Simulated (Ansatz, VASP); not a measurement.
MgSe in VASP and in Ansatz

File INCAR:

```
  PREC = Accurate
  ENCUT = 600
  EDIFF = 1E-6
  ISMEAR = 0
  SIGMA = 0.1
  LREAL = F
  LASPH = T
  NELM = 200
  ALGO = Normal
  ISIF = 2
  LWAVE = F
  LCHARG = F
  LDAU = T
  LDAUTYPE = 2
  LDAUL = -1 1
  LDAUU = 0 6.2
  LDAUJ = 0 0
  LDAUPRINT = 1
  GGA = PE
  NBANDS = 11
  GGA_COMPAT = F
```

KPOINTS

```
regular mesh
0
Gamma
  4 4 4
```

File POSCAR:

```
MgSe
1.0
    0.0000000000      2.7337235204      2.7337235204
    2.7337235204      0.0000000000      2.7337235204
    2.7337235204      2.7337235204      0.0000000000
Mg Se
1 1
Direct
    0.0000000000      0.0000000000      0.0000000000
    0.5000000000      0.5000000000      0.5000000000
```

Input for Ansatz:

```yaml
crystal:
  lattice:
    - [0.0, 2.7337235204, 2.7337235204]
    - [2.7337235204, 0.0, 2.7337235204]
    - [2.7337235204, 2.7337235204, 0.0]
  atoms:
    - { symbol: Mg, position: [0.0, 0.0, 0.0] }
    - { symbol: Se, position: [0.5, 0.5, 0.5] }
basis:
  ecutwfc: 420
kpoints:
  mp_grid: { grid: [4, 4, 4] }
  band_path: { path: [VBM, CBM], npoints: 5 }
hamiltonian:
  xc: pbe
  hubbard: { sites: [{ species: Se, l: p, u_eff: 6.2 }] }
scf:
  occupations: { method: gaussian, width: 0.1 }
  max_iter: 20
output:
  forces: true
  stress: true
  eigenvalues: true
```

Alike in both runs: task single point; functional PBE; k mesh 4 × 4 × 4; occupations gaussian, width 0.1 eV; no spin polarisation; Hubbard terms Se p U = 6.2 eV.

|  | VASP | Ansatz |
| --- | --- | --- |
| version | VASP 6.6.1 | Ansatz 0.2.0 |
| potentials or method | VASP PAW PBE potentials, release 64 (Mg, Se), cutoff 600 eV | scalar-relativistic, plane waves, PAW |
| valence electrons in the cell | 8 | 26 |

```tsv
	VASP	Ansatz	Ansatz less VASP
gap on the k mesh at the Fermi level (eV)	1.55	4.05	+2.498
least direct gap on the mesh (eV)	2.27	4.96	+2.694
pressure (GPa)	3.0	-0.9	-3.91
```

The programs project onto different local orbitals, so the same U acts differently, and such runs can settle in different states. VASP's potentials hold 8 valence electrons a cell and Ansatz's 26, so a difference there can come from the potentials and not from the codes.

The k mesh is coarse, so the values compare programs but aren't converged.
